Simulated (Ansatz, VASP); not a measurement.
**Si2Mo in VASP and in Ansatz**

The input INCAR:

```
SYSTEM = Si2Mo
PREC = Accurate
ENCUT = 520
EDIFF = 1E-6
ISMEAR = 0
SIGMA = 0.15
LREAL = .FALSE.
LASPH = .TRUE.
NELM = 80
ALGO = Fast
ISIF = 2
LWAVE = .FALSE.
LCHARG = .TRUE.
GGA = PE
LELF = .TRUE.
LVHAR = .TRUE.
NBANDS = 56
```

The input KPOINTS:

```
regular mesh
0
G
  14 14 3
  0 0 0
```

File POSCAR:

```
Si2Mo
1.0
   -3.2168473663      0.0000000000      0.0000000000
    0.0000000000     -3.2168473663      0.0000000000
   -0.3216847366      0.0000000000     15.7460400265
Si Mo
8 4
Direct
    0.4707450430      0.5000000000      0.2925495698
    0.9957450430      1.0000000000      0.0425495698
    0.4207450430      0.5000000000      0.7925495698
    0.9457450430      1.0000000000      0.5425495698
    0.4542549570      0.5000000000      0.4574504302
    0.9792549570      1.0000000000      0.2074504302
    0.4042549570      0.5000000000      0.9574504302
    0.9292549570      1.0000000000      0.7074504302
   -0.0375000000      0.0000000000      0.3750000000
    0.4875000000      0.5000000000      0.1250000000
   -0.0875000000      0.0000000000      0.8750000000
    0.4375000000      0.5000000000      0.6250000000
```

Input for Ansatz:

```yaml
crystal:
  lattice:
    - [-3.2168473663, 0.0, 0.0]
    - [0.0, -3.2168473663, 0.0]
    - [-0.3216847366, 0.0, 15.7460400265]
  atoms:
    - { symbol: Si, position: [0.470745043, 0.5, 0.2925495698] }
    - { symbol: Si, position: [0.995745043, 1.0, 0.0425495698] }
    - { symbol: Si, position: [0.420745043, 0.5, 0.7925495698] }
    - { symbol: Si, position: [0.945745043, 1.0, 0.5425495698] }
    - { symbol: Si, position: [0.454254957, 0.5, 0.4574504302] }
    - { symbol: Si, position: [0.979254957, 1.0, 0.2074504302] }
    - { symbol: Si, position: [0.404254957, 0.5, 0.9574504302] }
    - { symbol: Si, position: [0.929254957, 1.0, 0.7074504302] }
    - { symbol: Mo, position: [-0.0375, 0.0, 0.375] }
    - { symbol: Mo, position: [0.4875, 0.5, 0.125] }
    - { symbol: Mo, position: [-0.0875, 0.0, 0.875] }
    - { symbol: Mo, position: [0.4375, 0.5, 0.625] }
basis:
  ecutwfc: 420
kpoints:
  mp_grid: { grid: [14, 14, 3] }
hamiltonian:
  xc: pbe
scf:
  occupations: { method: gaussian, width: 0.15 }
output:
  forces: true
  stress: true
  eigenvalues: true
```

Alike in both runs: task single point; functional PBE; k mesh 14 × 14 × 3; occupations gaussian, width 0.15 eV; no spin polarisation.

|  | VASP | Ansatz |
| --- | --- | --- |
| version | VASP 6.6.1 | Ansatz 0.2.0 |
| potentials or method | VASP PAW PBE potentials, release 64 (Si, Mo_sv), cutoff 520 eV | scalar-relativistic, plane waves, PAW |
| valence electrons in the cell | 88 | 88 |

Ansatz gave:

```
gap on the k mesh at the Fermi level (eV)                     : none
pressure (GPa)                                                : 0.5
traceless stress, the component that is largest in VASP (GPa) : 3.56
rms of the force components (eV/Å)                            : 0.288
```

Q: Estimate VASP's values.

A: gap on the k mesh at the Fermi level (eV): none; pressure (GPa): 0.6; traceless stress, the component that is largest in VASP (GPa): 3.55; rms of the force components (eV/Å): 0.287.

Atom by atom the forces differ by 0.002 eV/Å (rms over components). A gap of «none» marks a metal or a gap that the smearing closes.
